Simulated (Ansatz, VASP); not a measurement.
## Two plane-wave programs on BeTe

```xyz
2
Lattice="0.0000 2.8839 2.8839 2.8839 0.0000 2.8839 2.8839 2.8839 0.0000" Properties=species:S:1:pos:R:3 pbc="T T T"
Be    0.0000    0.0000    0.0000
Te    1.4420    1.4420    1.4420
```

Alike in both runs: functional r2SCAN; k mesh 8 × 8 × 8; occupations fermi-dirac, width 0.02 eV; no spin polarisation.

Ansatz relaxed the structure, and its values are those at the end. VASP's run is a single point on that final structure, the one shown.

```csv
,VASP,Ansatz
version,VASP 6.6.1,Ansatz 0.2.0
potentials or method,"VASP PAW PBE potentials, release 64 (Be, Te), cutoff 520 eV",PAW plane waves
valence electrons in the cell,8,18
```

```csv
,VASP,Ansatz,Ansatz less VASP
gap on the k mesh at the Fermi level (eV),2.50,2.51,+0.007
pressure (GPa),-3.0,-3.1,-0.11
```

VASP's potentials were made for PBE, not for r2SCAN. With one functional, cell and mesh, what is left measures potentials, basis and numerics. VASP's potentials hold 8 valence electrons a cell and Ansatz's 18, so a difference there can come from the potentials and not from the codes. Ansatz's warnings: stress scf threshold loose.

Spin-orbit coupling is off throughout.
